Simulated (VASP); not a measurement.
Here is a VASP 6.6.1 calculation.

Contents of INCAR:

```
  PREC = Accurate
  ENCUT = 600
  EDIFF = 1E-6
  ISMEAR = 0
  SIGMA = 0.1
  LREAL = False
  LASPH = True
  NELM = 60
  ALGO = Normal
  ISIF = 4
  LWAVE = False
  LCHARG = False
  GGA = PE
  IVDW = 12
  IBRION = 2
  NSW = 50
  EDIFFG = -0.01
```

Contents of KPOINTS:

```
Automatic mesh
0
Gamma
  12 12 12
```

The input POSCAR:

```
Sb
1.0
    2.1830117801      1.2603624389      3.7161093194
   -2.1830117801      1.2603624389      3.7161093194
    0.0000000000     -2.5207248778      3.7161093194
Sb
2
Direct
    0.2361487235      0.2361487235      0.2361487235
    0.7638512765      0.7638512765      0.7638512765
```

Potentials or basis: VASP PAW PBE potentials, release 64 (Sb).

Command:

```sh
$ cat potpaw_PBE.64/Sb/POTCAR > POTCAR
$ mpirun -np 1 vasp_std > vasp.out
```

Task: Estimate the band gap on the k mesh.

Result: Zero (band 5 reaches 7.09 eV, above the bottom of band 6 at 6.87 eV).

Task: Estimate the dispersion energy per atom.

Result: -0.465 eV.

Forces on the atoms (eV/Å):
```
Sb   0.000  0.000  0.004
Sb   0.000  0.000 -0.004
```

Caveat: spin-orbit coupling is left out, which moves the levels of the heavy elements.
